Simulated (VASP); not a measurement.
Crystal: VO2.

```xyz
6
Lattice="4.5665 0.0000 0.0000 0.0000 4.5665 0.0000 0.0000 0.0000 3.0845" Properties=species:S:1:pos:R:3 pbc="T T T"
V     2.2833    2.2833    1.5423
V     0.0000    0.0000    0.0000
O     0.9149    3.6516    1.5423
O     3.6516    0.9149    1.5423
O     3.1982    3.1982    0.0000
O     1.3683    1.3683    0.0000
```

Base run:

- Program: VASP 6.6.1
- Functional: PBEsol
- Dispersion: D3(BJ)
- Potentials or basis: VASP PAW PBE potentials, release 64 (V_sv, O)
- Cutoff: 600 eV
- k mesh: 6 × 6 × 9
- Occupations: fermi-dirac, width 0.05 eV
- Spin: collinear spin, ferromagnetic start
- Starting moments: [2.0, 2.0, 0.0, 0.0, 0.0, 0.0] μB

Its results: band gap on the k mesh zero (filled and empty bands overlap); pressure -25.6 GPa; net moment 2.00 μB per cell; site moments V +1.09; O -0.08 μB; largest force 0.295 eV/Å.

**Question.** The run is repeated on the same cell with these changes: functional from PBEsol to BLYP. What comes out?

**Answer.** Band gap on the k mesh zero (filled and empty bands overlap); pressure -17.2 GPa; net moment 2.00 μB per cell; site moments V +1.09; O -0.07 μB; largest force 0.207 eV/Å.

BLYP binds less tightly than PBEsol, so the same cell stands under more pressure.

Caveats: the PAW data sets were made with another functional, which shifts forces and pressure a little; semilocal functionals often make such compounds metallic where correlation or magnetic order opens a gap, which also shifts bond lengths; the stress differs along the axes, from -38 to -20 GPa (at least some runs); the stress differs along the axes, from -27 to -12 GPa (at least some runs).
